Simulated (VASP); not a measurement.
# MoS2 in VASP: single point with PBEsol

Aim: the single point of MoS2 with PBEsol.

Program: VASP 6.6.1. These are calculated values, not measurements. Logs are shortened: lines on timing, memory, paths and dates and some standing lists are left out, and cuts for length are marked.

## Step 1: The cell of the first run

The cell holds a slab with vacuum, 15 atoms: a = 3.143 Å, b = 6.540 Å, c = 27.795 Å, α = 90.00°, β = 90.00°, γ = 103.90°.

## Step 2: Single point, PBEsol

INCAR reads:

```
SYSTEM = MoS2
ALGO     = Normal         ! electronic algorithm
DIPOL    = 0.5 0.5 0.507
EDIFF    = 1E-7           ! SCF threshold, eV
ENCUT    = 520            ! plane-wave cutoff, eV
GGA      = PS             ! functional
IDIPOL   = 3            
ISIF     = 2              ! what is computed and relaxed
ISMEAR   = 0              ! smearing method
ISYM     = 0            
LASPH    = .TRUE.         ! aspherical terms in the spheres
LCHARG   = .FALSE.        ! write CHGCAR
LDIPOL   = .TRUE.       
LREAL    = Auto         
LWAVE    = .FALSE.        ! write WAVECAR
NBANDS   = 78             ! bands
NELM     = 60             ! most SCF steps
PREC     = Accurate       ! precision mode
SIGMA    = 0.05           ! smearing width, eV
```

KPOINTS reads:

```
k-points
0
G
  9 4 1
  0 0 0
```

POSCAR reads:

```
MoS2
1.0
    3.1431208307      0.0000000000      0.0000000000
   -1.5715604153      6.3484650716      0.0000000000
    0.0000000000      0.0000000000     27.7950204964
Mo S
5 10
Direct
    0.5251384733      0.0502958869      0.2776798727
    0.0552057965      0.1104837262      0.3665663314
    0.5881154954      0.1762075690      0.4622846919
    0.1223404216      0.2446756380      0.5593178739
    0.6578399583      0.3156600783      0.6515617704
    0.6689131646      0.3377957066      0.3234322961
    0.4184840127      0.8371425624      0.3411429121
    0.1987450668      0.3974845052      0.4215274778
    0.9553088405      0.9105672064      0.4389756364
    0.7317729506      0.4635501958      0.5179127211
    0.4897842651      0.9795536927      0.5357940312
    0.2701660553      0.5403131235      0.6137712973
    0.0235906368      0.0471625283      0.6335487053
    0.7662962502      0.5325434652      0.7224009267
    0.6116318119      0.2232305151      0.7355338314
```

Potentials or basis: VASP PAW PBE potentials, release 64 (Mo_sv, S).

The run is started by

```bash
> cat potpaw_PBE.64/Mo_sv/POTCAR potpaw_PBE.64/S/POTCAR > POTCAR
> mpirun -np 1 vasp_std > vasp.out
```

OUTCAR:

```text
SYSTEM = MoS2
   EDIFF = 1E-7
   ENCUT = 520
   GGA = PS
   ISIF = 2
   ISMEAR = 0
   ISYM = 0
   LASPH = .TRUE.
   LREAL = Auto
   NELM = 60
   PREC = Accurate

 ion  position               nearest neighbor table
   1  0.525  0.050  0.278-   7 2.22   6 2.22   2 2.95   2 2.95
   2  0.055  0.110  0.367-   8 2.38   9 2.38   7 2.45   7 2.45   6 2.45   6 2.45   1 2.95   1 2.95
                             3 3.12   3 3.12
   3  0.588  0.176  0.462-  10 2.39   8 2.39   8 2.39  11 2.39   9 2.39   9 2.39   2 3.12   2 3.12
                             4 3.15   4 3.15
   4  0.122  0.245  0.559-  10 2.39  10 2.39  11 2.39  11 2.39  12 2.41  13 2.41   5 3.04   5 3.04
                             3 3.15   3 3.15
   5  0.658  0.316  0.652-  12 2.37  12 2.37  13 2.37  13 2.37  14 2.40  15 2.41   4 3.04   4 3.04

   6  0.669  0.338  0.323-   1 2.22   2 2.45   2 2.45
   7  0.418  0.837  0.341-   1 2.22   2 2.45   2 2.45
   8  0.199  0.397  0.422-   2 2.38   3 2.39   3 2.39
   9  0.955  0.911  0.439-   2 2.38   3 2.39   3 2.39
  10  0.732  0.464  0.518-   3 2.39   4 2.39   4 2.39
  11  0.490  0.980  0.536-   4 2.39   4 2.39   3 2.39
  12  0.270  0.540  0.614-   5 2.37   5 2.37   4 2.41
  13  0.024  0.047  0.634-   5 2.37   5 2.37   4 2.41
  14  0.766  0.533  0.722-  15 2.00   5 2.40
  15  0.612  0.223  0.736-  14 2.00   5 2.41

IMPORTANT INFORMATION: All symmetrisations will be switched off!
NOSYMM: (Re-)initialisation of all symmetry stuff for point group C_1.

----------------------------------------------------------------------------------------

                                     Primitive cell

  volume of cell :     554.6216

  direct lattice vectors                    reciprocal lattice vectors
     3.143120831  0.000000000  0.000000000     0.318155125  0.078759195  0.000000000
    -1.571560415  6.348465072  0.000000000     0.000000000  0.157518390  0.000000000
     0.000000000  0.000000000 27.795020496     0.000000000  0.000000000  0.035977667

  length of vectors
     3.143120831  6.540092576 27.795020496     0.327758591  0.157518390  0.035977667

  position of ions in fractional coordinates (direct lattice)
     0.525138473  0.050295887  0.277679873
     0.055205796  0.110483726  0.366566331
     0.588115495  0.176207569  0.462284692
     0.122340422  0.244675638  0.559317874
     0.657839958  0.315660078  0.651561770
     0.668913165  0.337795707  0.323432296
     0.418484013  0.837142562  0.341142912
     0.198745067  0.397484505  0.421527478
     0.955308841  0.910567206  0.438975636
     0.731772951  0.463550196  0.517912721
     0.489784265  0.979553693  0.535794031
     0.270166055  0.540313123  0.613771297
     0.023590637  0.047162528  0.633548705
     0.766296250  0.532543465  0.722400927
     0.611631812  0.223230515  0.735533831

  ion indices of the primitive-cell ions
   primitive index   ion index
                 1           1
                 2           2
                 3           3
                 4           4
                 5           5
                 6           6
                 7           7
                 8           8
                 9           9
                10          10
                11          11
                12          12
                13          13
                14          14
                15          15

----------------------------------------------------------------------------------------

 KPOINTS: k-points

Automatic generation of k-mesh.
 Grid dimensions read from file:
 generate k-points for:    9    4    1

 Generating k-lattice:

  Cartesian coordinates                     Fractional coordinates (reciprocal lattice)
     0.035350569  0.008751022  0.000000000     0.111111111 -0.000000000  0.000000000
     0.000000000  0.039379598  0.000000000     0.000000000  0.250000000  0.000000000
     0.000000000  0.000000000  0.035977667     0.000000000  0.000000000  1.000000000

  Length of vectors
     0.036417621  0.039379598  0.035977667

  Shift w.r.t. Gamma in fractional coordinates (k-lattice)
     0.000000000  0.000000000  0.000000000

 -----------------------------------------------------------------------------
|                                                                             |
|           W    W    AA    RRRRR   N    N  II  N    N   GGGG   !!!           |
|           W    W   A  A   R    R  NN   N  II  NN   N  G    G  !!!           |
|           W    W  A    A  R    R  N N  N  II  N N  N  G       !!!           |
|           W WW W  AAAAAA  RRRRR   N  N N  II  N  N N  G  GGG   !            |
|           WW  WW  A    A  R   R   N   NN  II  N   NN  G    G                |
|           W    W  A    A  R    R  N    N  II  N    N   GGGG   !!!           |
|                                                                             |
|     Your reciprocal lattice and k-lattice belong to different lattice       |
|     classes:                                                                |
|                                                                             |
|        The reciprocal lattice is base centered orthorhombic,                |
|        whereas your k-lattice is simple monoclinic.                         |
|                                                                             |
|     Results are often still useful ...                                      |
|                                                                             |
 -----------------------------------------------------------------------------

 WARNING: IBZKPT: internal override: KBLOWUP is changed to .FALSE.
      ... skipping the blow-up phase ...

 Subroutine IBZKPT returns following result:
 ===========================================

 Found     19 irreducible k-points:

 Following reciprocal coordinates:
            Coordinates               Weight
  0.000000  0.000000  0.000000      1.000000
  0.111111 -0.000000  0.000000      2.000000
  0.222222  0.000000  0.000000      2.000000
  0.333333  0.000000  0.000000      2.000000
  0.444444  0.000000  0.000000      2.000000
  0.000000  0.250000  0.000000      2.000000
[... 11 lines left out ...]
  0.333333  0.500000  0.000000      2.000000
  0.444444  0.500000  0.000000      2.000000
   k-points           NKPTS =     19   k-points in BZ     NKDIM =     19   number of bands    NBANDS=     78
   number of dos      NEDOS =    301   number of ions     NIONS =     15
   total plane-waves  NPLWV = 252000
   dimension x,y,z NGX =    24 NGY =   50 NGZ =  210
   dimension x,y,z NGXF=    48 NGYF=  100 NGZF=  420
   ions per type =               5  10
   NGX,Y,Z   is equivalent  to a cutoff of  12.69, 12.71, 12.56 a.u.
   NGXF,Y,Z  is equivalent  to a cutoff of  25.39, 25.42, 25.12 a.u.
 SYSTEM =  MoS2
   PREC   = accura    normal or accurate (medium, high low for compatibility)
   ISTART =      0    job   : 0-new  1-cont  2-samecut
   ICHARG =      2    charge: 1-file 2-atom 10-const
   ISPIN  =      1    spin polarized calculation?
   LNONCOLLINEAR =      F non collinear calculations
   LSORBIT =      F    spin-orbit coupling
   LASPH  =      T    aspherical Exc in radial PAW
   ENCUT  =  520.0 eV  38.22 Ry    6.18 a.u.   5.84 12.16 51.68*2*pi/ulx,y,z
   NELM   =     60;   NELMIN=  2; NELMDL= -5     # of ELM steps
   EDIFF  = 0.1E-06   stopping-criterion for ELM
   LREAL  =      T    real-space projection
   EDIFFG = 0.1E-05   stopping-criterion for IOM
   NSW    =      0    number of steps for IOM
   IBRION =     -1    ionic relax: 0-MD 1-quasi-New 2-CG
   NFREE  =      0    steps in history (QN), initial steepest desc. (CG)
   ISIF   =      2    stress and relaxation
   ISYM   =      0    0-nonsym 1-usesym 2-fastsym
   POTIM  = 0.5000    time-step for ionic-motion
   TEBEG  =    0.0;   TEEND  =   0.0 temperature during run
   PSTRESS=    0.0 pullay stress
   NELECT =     130.0000    total number of electrons
   NUPDOWN=      -1.0000    fix difference up-down
   EMIN   =  10.00;   EMAX   =-10.00  energy-range for DOS
   EFERMI =   0.00;   METHOD = LEGACY
   ISMEAR =     0;   SIGMA  =   0.05  broadening in eV -4-tet -1-fermi 0-gaus
   EFERMI_NEDOS =   21; number of points for ismear=-14 and -15
   IALGO  =     38    algorithm
   IMIX   =      4    mixing-type and parameters
     AMIX     =   0.40;   BMIX     =  1.00
     AMIX_MAG =   1.60;   BMIX_MAG =  1.00
  volume/ion in A,a.u.               =      36.97       249.52
  Fermi-wavevector in a.u.,A,eV,Ry     =   1.009385  1.907462 13.862416  1.018859
  Thomas-Fermi vector in A             =   2.142310
   LORBIT       =      0    0 simple, 1 ext, 2 COOP (PROOUT), +10 PAW based schemes
   GGA     = PS    functional components
   LHFCALC =     F    Hartree Fock is set to
   AEXX    =    0.0000 exact exchange contribution
   IVDW    =     0    specifies the selected vdW correction
   LEPSILON=     F    determine dielectric tensor
   LRPA    =     F    only Hartree local field effects (RPA)
 non-spin polarized calculation
 Gauss-broadening in eV      SIGMA  =   0.05
  energy-cutoff  :      520.00
  volume of cell :      554.62
 maximum number of plane-waves:     14984
   NGX = 11   NGY = 25   NGZ =103

 dipolmoment           0.000000      0.000000     -0.204395 electrons x Angstroem

 number of electron     130.0000000 magnetization

 dipolmoment           0.000000      0.000000      0.187141 electrons x Angstroem

 Free energy of the ion-electron system (eV)
  ---------------------------------------------------
  ext. energy  EPLUGINS =         0.00000000
  ---------------------------------------------------
  free energy    TOTEN  =      -110.75484079 eV

  energy without entropy =     -110.74518639  energy(sigma->0) =     -110.75001359

 E-fermi :   1.4030     XC(G=0):  -5.9474

 val. band max:        1.3983306663   @ k =   0.1111  -0.0000   0.0000
 cond. band min:       1.4377203820   @ k =   0.1111   0.5000   0.0000
 fundamental gap:      0.0393897158
 Fermi energy:         1.4030471845

 k-point     1 :       0.0000    0.0000    0.0000
  band No.  band energies     occupation
      1     -60.0826      2.00000
      2     -59.9998      2.00000
      3     -59.8278      2.00000
      4     -59.6239      2.00000
      5     -59.6082      2.00000
      6     -34.4154      2.00000
[... 69 lines left out ...]
     76       3.6700      0.00000
     77       3.6971      0.00000
[... 1438 lines left out ...]
     76       3.9579      0.00000
     77       4.0688      0.00000
 [bands above 77 left out]

------------------------ aborting loop because EDIFF is reached ----------------------------------------

 vacuum level on the upper side and lower side of the slab       (xc-potential included)         0.721        -0.963

  FORCE on cell =-STRESS in cart. coord.  units (eV):
  Direction    XX          YY          ZZ          XY          YZ          ZX
  --------------------------------------------------------------------------------------
  -------------------------------------------------------------------------------------
  Total       -7.9855929     -0.4985477     -0.0347013     -0.0008166      0.0429580      0.0016539
  in kB      -23.0685841     -1.4401923     -0.1002442     -0.0023589      0.1240959      0.0047778
  external PRESSURE =      -8.2030069 kB  Pullay stress =       0.0000000 kB

 VOLUME and BASIS-vectors are now :
 -----------------------------------------------------------------------------
  energy-cutoff  :      520.00
  volume of cell :      554.62
      direct lattice vectors                 reciprocal lattice vectors
     3.143120831  0.000000000  0.000000000     0.318155125  0.078759195  0.000000000
    -1.571560415  6.348465072  0.000000000     0.000000000  0.157518390  0.000000000
     0.000000000  0.000000000 27.795020496     0.000000000  0.000000000  0.035977667

 POSITION                                       TOTAL-FORCE (eV/Angst)
 -----------------------------------------------------------------------------------
      1.57153      0.31930      7.71812         0.000655     -0.002716     -0.014738
     -0.00011      0.70140     10.18872         0.000254      0.001821      0.010551
      1.57160      1.11865     12.84921         0.000664     -0.001999      0.001096
      0.00001      1.55331     15.54625         0.000494     -0.000707     -0.005101
      1.57159      2.00396     18.11017        -0.000273     -0.000394      0.028631
      1.57161      2.14448      8.98981         0.000039      0.003435     -0.004112
     -0.00027      5.31457      9.48207         0.000950     -0.002955     -0.001069
      0.00001      2.52342     11.71636         0.000374      0.002628     -0.001185
      1.57164      5.78070     12.20134        -0.000931     -0.001419      0.001338
      1.57155      2.94283     14.39539        -0.001227     -0.001944      0.000088
      0.00002      6.21866     14.89241        -0.000205      0.003691     -0.001389
      0.00003      3.43016     17.05979         0.000551      0.007211     -0.004221
      0.00003      0.29941     17.60950        -0.001592     -0.006927      0.002861
      1.57164      3.38083     20.07915        -0.000114     -0.124900      0.020349
      1.57161      1.41717     20.44418         0.000360      0.125173     -0.033099
 -----------------------------------------------------------------------------------
    total drift:                               -0.004482     -0.000252      0.003761

  FREE ENERGIE OF THE ION-ELECTRON SYSTEM (eV)
  ---------------------------------------------------
  free  energy   TOTEN  =      -110.7548407909 eV

  energy  without entropy=     -110.7451863856  energy(sigma->0) =     -110.75001359

 vacuum level on the upper side and lower side of the slab         6.403         4.681
```

Run time: 1.5 h. Hardware: 1 thread of Intel Xeon 6975P-C (Granite Rapids), shared host; peak memory 0.83 GiB.

What came out:

```
Free energy            : -110.7548 eV
Largest force          : 0.129 eV/Å
Band gap on the k mesh : zero (bands 65 and 66 overlap by 0.44 eV)
```

Forces in eV/Å, atoms in the order of the input:
```
Mo   0.001 -0.003 -0.015
Mo   0.000  0.002  0.011
Mo   0.001 -0.002  0.001
Mo   0.000 -0.001 -0.005
Mo   0.000  0.000  0.029
S    0.000  0.003 -0.004
S    0.001 -0.003 -0.001
S    0.000  0.003 -0.001
S   -0.001 -0.001  0.001
S   -0.001 -0.002  0.000
S    0.000  0.004 -0.001
S    0.001  0.007 -0.004
S   -0.002 -0.007  0.003
S    0.000 -0.125  0.020
S    0.000  0.125 -0.033
```

Levels at points of the mesh, in eV from the Fermi level:
| k point | band 62 | band 63 | band 64 | band 65 | band 66 | band 67 |
| --- | --- | --- | --- | --- | --- | --- |
| (0.00, 0.00, 0.00) | -1.15 | -1.09 | -0.71 | 0.08 | 0.50 | 0.87 |
| (0.00, 0.50, 0.00) | -0.95 | -0.47 | -0.04 | 0.34 | 0.51 | 0.55 |

Caveat: the PAW data sets were made with another functional, which shifts forces and pressure a little.

The gap in the log of VASP goes by the Fermi energy; the results here count the filled bands.